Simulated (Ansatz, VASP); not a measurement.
**ZrS4 in VASP and in Ansatz**

Contents of INCAR:

```
SYSTEM = ZrS4
PREC     = Accurate       ! precision mode
ENCUT    = 520            ! plane-wave cutoff, eV
EDIFF    = 1E-6           ! SCF threshold, eV
ISMEAR   = 0              ! smearing method
SIGMA    = 0.2            ! smearing width, eV
LREAL    = .False.        ! projectors in reciprocal space
LASPH    = .True.         ! aspherical terms in the spheres
NELM     = 60             ! most SCF steps
ALGO     = Normal         ! electronic algorithm
ISIF     = 2              ! what is computed and relaxed
LWAVE    = .False.        ! write WAVECAR
LCHARG   = .True.         ! write CHGCAR
GGA      = PE             ! functional
LELF     = .True.         ! ELF
LVHAR    = .True.       
NBANDS   = 47             ! bands
```

KPOINTS

```
regular mesh
0
Gamma
  4 4 2
  0 0 0
```

The input POSCAR:

```
ZrS4
1.0
    4.9604588500      0.0000000000      0.0000000000
    0.0000000000      4.9604588500      0.0000000000
    0.0000000000      0.0000000000      9.9209177000
Zr S
2 8
Direct
    0.5000000000      0.5000000000      0.2500000000
    0.5000000000      0.5000000000      0.7500000000
    0.0000000000      0.5000000000      0.2500000000
    0.0000000000      0.5000000000      0.7500000000
    0.5000000000      0.0000000000      0.2500000000
    0.5000000000      0.0000000000      0.7500000000
    0.5000000000      0.5000000000      0.0000000000
    0.5000000000      0.5000000000      0.5000000000
    0.0000000000      0.0000000000      0.0000000000
    0.0000000000      0.0000000000      0.5000000000
```

Input for Ansatz:

```yaml
crystal:
  lattice:
    - [4.96045885, 0.0, 0.0]
    - [0.0, 4.96045885, 0.0]
    - [0.0, 0.0, 9.9209177]
  atoms:
    - { symbol: Zr, position: [0.5, 0.5, 0.25] }
    - { symbol: Zr, position: [0.5, 0.5, 0.75] }
    - { symbol: S, position: [0.0, 0.5, 0.25] }
    - { symbol: S, position: [0.0, 0.5, 0.75] }
    - { symbol: S, position: [0.5, 0.0, 0.25] }
    - { symbol: S, position: [0.5, 0.0, 0.75] }
    - { symbol: S, position: [0.5, 0.5, 0.0] }
    - { symbol: S, position: [0.5, 0.5, 0.5] }
    - { symbol: S, position: [0.0, 0.0, 0.0] }
    - { symbol: S, position: [0.0, 0.0, 0.5] }
basis:
  ecutwfc: 420
kpoints:
  mp_grid: { grid: [4, 4, 2] }
hamiltonian:
  xc: pbe
scf:
  occupations: { method: gaussian, width: 0.2 }
  lower_state_search: "off"
output:
  forces: true
  stress: true
  eigenvalues: true
```

Alike in both runs: task single point; functional PBE; k mesh 4 × 4 × 2; occupations gaussian, width 0.2 eV; no spin polarisation.

|  | VASP | Ansatz |
| --- | --- | --- |
| version | VASP 6.6.1 | Ansatz 0.2.0 |
| potentials or method | VASP PAW PBE potentials, release 64 (Zr_sv, S), cutoff 520 eV | scalar-relativistic, plane waves, PAW |
| valence electrons in the cell | 72 | 72 |

```tsv
	VASP	Ansatz	Ansatz less VASP
gap on the k mesh at the Fermi level (eV)	none	none	-
pressure (GPa)	0.1	0.2	+0.03
```

A gap of «none» marks a metal or a gap that the smearing closes. The functional is the same, so the differences come from potentials, cutoffs and numerics.
